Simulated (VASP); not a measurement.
# Si2Mo (w002) (I4/mmm) in VASP: notebook

The runs below take Si2Mo (w002) through single point, with PBE.

All numbers are computed with VASP 6.6.1; they aren't measurements. Logs are shortened: lines on timing, memory, paths and dates and some standing lists are left out, and cuts for length are marked.

## Step 1: The cell of the first run

It takes space group I4/mmm (No. 139, tetragonal). Conventional cell: a = 3.217 Å, b = 3.217 Å, c = 7.872 Å, α = 90.00°, β = 90.00°, γ = 90.00°. Within 3.4 Å of Si (site symmetry 4mm) lie 9 Si at 2.60 to 3.22 Å and 5 Mo at 2.62 to 2.64 Å. Mo (site symmetry 4/mmm) has 10 Si at 2.62 to 2.64 Å and 4 Mo at 3.22 Å within 3.5 Å.

## Step 2: Single point, PBE

The input, INCAR:

```
ALGO = Normal
EDIFF = 1E-6
ENCUT = 520
GGA = PE
ISIF = 2
ISMEAR = 0
LASPH = True
LCHARG = False
LREAL = False
LWAVE = False
NBANDS = 18
NELM = 100
PREC = Accurate
SIGMA = 0.03
```

The input, KPOINTS:

```
k-points
0
Gamma
  26 26 26
```

The input, POSCAR:

```
Si2Mo
1.0
   -1.6085159315      1.6085159315      3.9361650361
    1.6085159315     -1.6085159315      3.9361650361
    1.6085159315      1.6085159315     -3.9361650361
Si Mo
2 1
Direct
    0.3351390471      0.3351390471      0.0000000000
    0.6648609529      0.6648609529      0.0000000000
    0.0000000000      0.0000000000      0.0000000000
```

Potentials or basis: VASP PAW PBE potentials, release 64 (Si, Mo_sv).

Launch:

```console
cat potpaw_PBE.64/Si/POTCAR potpaw_PBE.64/Mo_sv/POTCAR > POTCAR
mpirun -np 1 vasp_std > vasp.out
```

OUTCAR:

```text
EDIFF = 1E-6
   ENCUT = 520
   GGA = PE
   ISIF = 2
   ISMEAR = 0
   LASPH = True
   LREAL = False
   NELM = 100
   PREC = Accurate

 ion  position               nearest neighbor table
   1  0.335  0.335  0.000-   2 2.60   3 2.62   3 2.62   3 2.62   3 2.62   3 2.64   2 2.64   2 2.64
                             2 2.64   2 2.64
   2  0.665  0.665  0.000-   1 2.60   3 2.62   3 2.62   3 2.62   3 2.62   3 2.64   1 2.64   1 2.64
                             1 2.64   1 2.64
   3  0.000  0.000  0.000-   2 2.62   2 2.62   2 2.62   1 2.62   2 2.62   1 2.62   1 2.62   1 2.62
                             1 2.64   2 2.64

  LATTYP: Found a body centered tetragonal cell.
 ALAT       =     3.2170318630
 C/A-ratio  =     2.4470786761

  Lattice vectors:

 A1 = (  -1.6085159315,   1.6085159315,   3.9361650361)
 A2 = (   1.6085159315,  -1.6085159315,   3.9361650361)
 A3 = (   1.6085159315,   1.6085159315,  -3.9361650361)

Analysis of symmetry for initial positions (statically):
=====================================================================
 Subroutine PRICEL returns:
 Original cell was already a primitive cell.

 Routine SETGRP: Setting up the symmetry group for a
 body centered tetragonal supercell.

 Subroutine GETGRP returns: Found 16 space group operations
 (whereof 16 operations were pure point group operations)
 out of a pool of 16 trial point group operations.

The static configuration has the point symmetry D_4h.

Analysis of symmetry for dynamics (positions and initial velocities):
=====================================================================
 Subroutine PRICEL returns:
 Original cell was already a primitive cell.

 Routine SETGRP: Setting up the symmetry group for a
 body centered tetragonal supercell.

 Subroutine GETGRP returns: Found 16 space group operations
 (whereof 16 operations were pure point group operations)
 out of a pool of 16 trial point group operations.

The dynamic configuration has the point symmetry D_4h.

 Subroutine INISYM returns: Found 16 space group operations
 (whereof 16 operations are pure point group operations),
 and found     1 'primitive' translations

----------------------------------------------------------------------------------------

                                     Primitive cell

  volume of cell :      40.7365

  direct lattice vectors                    reciprocal lattice vectors
    -1.608515931  1.608515931  3.936165036     0.000000000  0.310845538  0.127027194
     1.608515931 -1.608515931  3.936165036     0.310845538  0.000000000  0.127027194
     1.608515931  1.608515931 -3.936165036     0.310845538  0.310845538  0.000000000

  length of vectors
     4.546211851  4.546211851  4.546211851     0.335798833  0.335798833  0.439601976

  position of ions in fractional coordinates (direct lattice)
     0.335139047  0.335139047  0.000000000
     0.664860953  0.664860953  0.000000000
     0.000000000  0.000000000  0.000000000

  ion indices of the primitive-cell ions
   primitive index   ion index
                 1           1
                 2           2
                 3           3

----------------------------------------------------------------------------------------

 KPOINTS: k-points

Automatic generation of k-mesh.
 Grid dimensions read from file:
 generate k-points for:   26   26   26

 Generating k-lattice:

  Cartesian coordinates                     Fractional coordinates (reciprocal lattice)
     0.000000000  0.011955598  0.004885661     0.038461538 -0.000000000  0.000000000
     0.011955598  0.000000000  0.004885661    -0.000000000  0.038461538  0.000000000
     0.011955598  0.011955598  0.000000000     0.000000000  0.000000000  0.038461538

  Length of vectors
     0.012915340  0.012915340  0.016907768

  Shift w.r.t. Gamma in fractional coordinates (k-lattice)
     0.000000000  0.000000000  0.000000000

 Subroutine IBZKPT returns following result:
 ===========================================

 Found   1330 irreducible k-points:

 Following reciprocal coordinates:
            Coordinates               Weight
  0.000000  0.000000  0.000000      1.000000
  0.038462  0.000000 -0.000000      8.000000
  0.076923  0.000000 -0.000000      8.000000
  0.115385  0.000000 -0.000000      8.000000
  0.153846  0.000000  0.000000      8.000000
  0.192308  0.000000 -0.000000      8.000000
[... 16 lines left out ...]
  0.346154  0.038462 -0.000000     16.000000
  0.384615  0.038462 -0.000000     16.000000
 [... further k-points ...]
   k-points           NKPTS =   1330   k-points in BZ     NKDIM =   1330   number of bands    NBANDS=     18
   number of dos      NEDOS =    301   number of ions     NIONS =      3
   total plane-waves  NPLWV =  46656
   dimension x,y,z NGX =    36 NGY =   36 NGZ =   36
   dimension x,y,z NGXF=    72 NGYF=   72 NGZF=   72
   ions per type =               2   1
   NGX,Y,Z   is equivalent  to a cutoff of  13.16, 13.16, 13.16 a.u.
   NGXF,Y,Z  is equivalent  to a cutoff of  26.33, 26.33, 26.33 a.u.
 SYSTEM =  unknown system
   PREC   = accura    normal or accurate (medium, high low for compatibility)
   ISTART =      0    job   : 0-new  1-cont  2-samecut
   ICHARG =      2    charge: 1-file 2-atom 10-const
   ISPIN  =      1    spin polarized calculation?
   LNONCOLLINEAR =      F non collinear calculations
   LSORBIT =      F    spin-orbit coupling
   LASPH  =      T    aspherical Exc in radial PAW
   ENCUT  =  520.0 eV  38.22 Ry    6.18 a.u.   8.45  8.45  8.45*2*pi/ulx,y,z
   NELM   =    100;   NELMIN=  2; NELMDL= -5     # of ELM steps
   EDIFF  = 0.1E-05   stopping-criterion for ELM
   LREAL  =      F    real-space projection
   EDIFFG = 0.1E-04   stopping-criterion for IOM
   NSW    =      0    number of steps for IOM
   IBRION =     -1    ionic relax: 0-MD 1-quasi-New 2-CG
   NFREE  =      0    steps in history (QN), initial steepest desc. (CG)
   ISIF   =      2    stress and relaxation
   ISYM   =      2    0-nonsym 1-usesym 2-fastsym
   POTIM  = 0.5000    time-step for ionic-motion
   TEBEG  =    0.0;   TEEND  =   0.0 temperature during run
   PSTRESS=    0.0 pullay stress
   NELECT =      22.0000    total number of electrons
   NUPDOWN=      -1.0000    fix difference up-down
   EMIN   =  10.00;   EMAX   =-10.00  energy-range for DOS
   EFERMI =   0.00;   METHOD = LEGACY
   ISMEAR =     0;   SIGMA  =   0.03  broadening in eV -4-tet -1-fermi 0-gaus
   EFERMI_NEDOS =   21; number of points for ismear=-14 and -15
   IALGO  =     38    algorithm
   IMIX   =      4    mixing-type and parameters
     AMIX     =   0.40;   BMIX     =  1.00
     AMIX_MAG =   1.60;   BMIX_MAG =  1.00
  volume/ion in A,a.u.               =      13.58        91.63
  Fermi-wavevector in a.u.,A,eV,Ry     =   1.333177  2.519339 24.182453  1.777360
  Thomas-Fermi vector in A             =   2.462055
   LORBIT       =      0    0 simple, 1 ext, 2 COOP (PROOUT), +10 PAW based schemes
   GGA     = PE    functional components
   LHFCALC =     F    Hartree Fock is set to
   AEXX    =    0.0000 exact exchange contribution
   IVDW    =     0    specifies the selected vdW correction
   LEPSILON=     F    determine dielectric tensor
   LRPA    =     F    only Hartree local field effects (RPA)
 non-spin polarized calculation
 Gauss-broadening in eV      SIGMA  =   0.03
  energy-cutoff  :      520.00
  volume of cell :       40.74
 maximum number of plane-waves:      1134
 NGX is ok and might be reduce to    36
   NGX = 17   NGY = 17   NGZ = 17

 number of electron      22.0000000 magnetization

 Free energy of the ion-electron system (eV)
  ---------------------------------------------------
  ext. energy  EPLUGINS =         0.00000000
  ---------------------------------------------------
  free energy    TOTEN  =       -23.26145608 eV

  energy without entropy =      -23.26131907  energy(sigma->0) =      -23.26138758

 E-fermi :  12.0602     XC(G=0): -12.3690

 val. band max:       12.0525636218   @ k =  -0.2308  -0.2692   0.1923
 cond. band min:      12.0641914443   @ k =  -0.4231   0.4231   0.3846
 fundamental gap:      0.0116278226
 Fermi energy:        12.0602451246

 k-point     1 :       0.0000    0.0000    0.0000
  band No.  band energies     occupation
      1     -48.6633      2.00000
      2     -22.8049      2.00000
      3     -22.7377      2.00000
      4     -22.7377      2.00000
      5      -1.2492      2.00000
      6       5.7639      2.00000
[... 10 lines left out ...]
     17      17.1224      0.00000
     18      17.1224      0.00000

 k-point     2 :       0.0385    0.0000   -0.0000
  band No.  band energies     occupation
      1     -48.6631      2.00000
      2     -22.8047      2.00000
      3     -22.7413      2.00000
      4     -22.7374      2.00000
      5      -1.2225      2.00000
      6       5.7652      2.00000
[... 10 lines left out ...]
     17      17.1378      0.00000
     18      17.3126      0.00000

 k-point     3 :       0.0769    0.0000   -0.0000
  band No.  band energies     occupation
      1     -48.6623      2.00000
      2     -22.8039      2.00000
      3     -22.7518      2.00000
      4     -22.7364      2.00000
      5      -1.1427      2.00000
      6       5.7665      2.00000
[... 10 lines left out ...]
     17      17.2007      0.00000
     18      17.7721      0.00000

 k-point     4 :       0.1154    0.0000   -0.0000
  band No.  band energies     occupation
      1     -48.6612      2.00000
      2     -22.8027      2.00000
      3     -22.7687      2.00000
      4     -22.7348      2.00000
      5      -1.0107      2.00000
      6       5.7601      2.00000
[... 10 lines left out ...]
     17      17.3655      0.00000
     18      18.3767      0.00000

 k-point     5 :       0.1538    0.0000    0.0000
  band No.  band energies     occupation
      1     -48.6596      2.00000
      2     -22.8011      2.00000
      3     -22.7907      2.00000
      4     -22.7328      2.00000
      5      -0.8280      2.00000
      6       5.7303      2.00000
[... 10 lines left out ...]
     17      17.6899      0.00000
     18      19.0745      0.00000

 k-point     6 :       0.1923    0.0000   -0.0000
  band No.  band energies     occupation
      1     -48.6578      2.00000
      2     -22.8171      2.00000
      3     -22.7988      2.00000
      4     -22.7303      2.00000
      5      -0.5964      2.00000
      6       5.6508      2.00000
[... 10 lines left out ...]
     17      18.1420      0.00000
     18      19.8375      0.00000

 k-point     7 :       0.2308    0.0000    0.0000
  band No.  band energies     occupation
      1     -48.6558      2.00000
      2     -22.8455      2.00000
      3     -22.7967      2.00000
      4     -22.7276      2.00000
      5      -0.3186      2.00000
      6       5.4903      2.00000
[... 10 lines left out ...]
     17      18.6194      0.00000
     18      20.6241      0.00000

 k-point     8 :       0.2692    0.0000   -0.0000
  band No.  band energies     occupation
      1     -48.6537      2.00000
      2     -22.8746      2.00000
      3     -22.7945      2.00000
      4     -22.7249      2.00000
      5       0.0026      2.00000
      6       5.2326      2.00000
[... 10 lines left out ...]
     17      18.9802      0.00000
     18      21.0337      0.00000
[... 229 lines left out ...]
     17      18.2036      0.00000
     18      19.8353      0.00000

 k-point    20 :       0.2308    0.0385    0.0000
  band No.  band energies     occupation
      1     -48.6555      2.00000
      2     -22.8451      2.00000
      3     -22.7971      2.00000
      4     -22.7312      2.00000
      5      -0.2521      2.00000
      6       5.3418      2.00000
[... 10 lines left out ...]
     17      18.5791      0.00000
     18      20.6083      0.00000

 k-point    21 :       0.2692    0.0385    0.0000
  band No.  band energies     occupation
      1     -48.6534      2.00000
      2     -22.8742      2.00000
      3     -22.7948      2.00000
      4     -22.7284      2.00000
      5       0.0733      2.00000
      6       5.1116      2.00000
[... 10 lines left out ...]
     17      18.8531      0.00000
     18      20.9021      0.00000

 k-point    22 :       0.3077    0.0385    0.0000
  band No.  band energies     occupation
      1     -48.6514      2.00000
      2     -22.9024      2.00000
      3     -22.7926      2.00000
      4     -22.7257      2.00000
      5       0.4373      2.00000
      6       4.8013      2.00000
[... 10 lines left out ...]
     17      18.9242      0.00000
     18      20.9669      0.00000

 k-point    23 :       0.3462    0.0385   -0.0000
  band No.  band energies     occupation
      1     -48.6495      2.00000
      2     -22.9279      2.00000
      3     -22.7905      2.00000
      4     -22.7232      2.00000
      5       0.8360      2.00000
      6       4.4229      2.00000
[... 10 lines left out ...]
     17      18.8438      0.00000
     18      20.9716      0.00000

 k-point    24 :       0.3846    0.0385   -0.0000
  band No.  band energies     occupation
      1     -48.6480      2.00000
      2     -22.9494      2.00000
      3     -22.7887      2.00000
      4     -22.7211      2.00000
      5       1.2643      2.00000
      6       3.9938      2.00000
[... 10 lines left out ...]
     17      18.7198      0.00000
     18      20.4184      0.00000

 [... further k-points ...]
[... 5 lines left out ...]
  --------------------------------------------------------------------------------------
  -------------------------------------------------------------------------------------
  Total        0.0466705      0.0466705      0.0410732      0.0000000      0.0000000     -0.0000000
  in kB        1.8355601      1.8355601      1.6154200      0.0000000      0.0000000     -0.0000000
  external PRESSURE =       1.7621800 kB  Pullay stress =       0.0000000 kB

 VOLUME and BASIS-vectors are now :
 -----------------------------------------------------------------------------
  energy-cutoff  :      520.00
  volume of cell :       40.74
      direct lattice vectors                 reciprocal lattice vectors
    -1.608515931  1.608515931  3.936165036     0.000000000  0.310845538  0.127027194
     1.608515931 -1.608515931  3.936165036     0.310845538  0.000000000  0.127027194
     1.608515931  1.608515931 -3.936165036     0.310845538  0.310845538  0.000000000

 POSITION                                       TOTAL-FORCE (eV/Angst)
 -----------------------------------------------------------------------------------
      0.00000      0.00000      2.63833         0.000000      0.000000     -0.004637
      0.00000      0.00000      5.23400        -0.000000     -0.000000      0.004637
      0.00000      0.00000      0.00000        -0.000000     -0.000000     -0.000000
 -----------------------------------------------------------------------------------
    total drift:                               -0.000000      0.000000      0.000000

  FREE ENERGIE OF THE ION-ELECTRON SYSTEM (eV)
  ---------------------------------------------------
  free  energy   TOTEN  =       -23.2614560830 eV

  energy  without entropy=      -23.2613190684  energy(sigma->0) =      -23.26138758
```

Run time: 8.3 min. Hardware: 1 thread of Intel Xeon 6975P-C (Granite Rapids), shared host; peak memory 0.96 GiB.

What came out:

| Property | Result |
| --- | --- |
| Free energy | -23.2615 eV |
| Pressure | 0.2 GPa |
| Largest force | 0.005 eV/Å |
| Band gap on the k mesh | zero (band 11 reaches 12.53 eV, above the bottom of band 12 at 11.59 eV) |

Forces in eV/Å, atoms in the order of the input:
```
Si   0.000  0.000 -0.005
Si   0.000  0.000  0.005
Mo   0.000  0.000  0.000
```

## Step 3: Single point, PBE

This run uses another cell than the first one, of 13.42 Å³/atom, 0.988 times its volume.

The input, INCAR:

```
SYSTEM = Si2Mo
ALGO     = Normal         ! electronic algorithm
EDIFF    = 1E-7           ! SCF threshold, eV
ENCUT    = 520            ! plane-wave cutoff, eV
GGA      = PE             ! functional
ISIF     = 2              ! what is computed and relaxed
ISMEAR   = 0              ! smearing method
LASPH    = .True.         ! aspherical terms in the spheres
LCHARG   = .True.         ! write CHGCAR
LELF     = .True.         ! ELF
LREAL    = .False.        ! projectors in reciprocal space
LVHAR    = .True.       
LWAVE    = .False.        ! write WAVECAR
NBANDS   = 18             ! bands
NELM     = 100            ! most SCF steps
PREC     = Accurate       ! precision mode
SIGMA    = 0.1            ! smearing width, eV
```

The input, KPOINTS:

```
k-points
0
Gamma
  8 8 8
  0 0 0
```

The input, POSCAR:

```
Si2Mo
1.0
   -1.6000000000      1.6000000000      3.9305000000
    1.6000000000     -1.6000000000      3.9305000000
    1.6000000000      1.6000000000     -3.9305000000
Si Mo
2 1
Direct
    0.3330000000      0.3330000000      0.0000000000
    0.6670000000      0.6670000000      0.0000000000
    0.0000000000      0.0000000000      0.0000000000
```

Potentials or basis: VASP PAW PBE potentials, release 64 (Si, Mo_sv).

Launch:

```console
cat potpaw_PBE.64/Si/POTCAR potpaw_PBE.64/Mo_sv/POTCAR > POTCAR
mpirun -np 1 vasp_std > vasp.out
```

Run time: 34 s. Hardware: 1 thread of Intel Xeon 6975P-C (Granite Rapids), shared host; peak memory 0.21 GiB.

It converged, with:

```
Free energy            : -23.2551 eV
Pressure               : 2.4 GPa
Largest force          : 0.313 eV/Å
Band gap on the k mesh : zero (band 11 reaches 12.78 eV, above the bottom of band 12 at 11.74 eV)
```

Forces in eV/Å, atoms in the order of the input:
```
Si   0.000  0.000  0.313
Si   0.000  0.000 -0.313
Mo   0.000  0.000  0.000
```

Stress tensor (GPa, compression positive):
```
2.90 0.00 0.00
0.00 2.90 0.00
0.00 0.00 1.34
```

Levels at points of the mesh, in eV from the Fermi level:
```
           k point  band 9  band 10  band 11  band 12  band 13  band 14
(0.00, 0.00, 0.00)   -2.58    -2.58     0.50     3.15     3.19     3.72
(0.50, 0.00, 0.00)   -2.53    -2.42    -0.43     2.35     3.10     4.12
(0.50, 0.50, 0.00)   -4.41    -2.98    -1.05     2.41     2.80     3.09
(0.50, 0.50, 0.50)   -0.50    -0.50    -0.45    -0.45     0.64     4.70
```
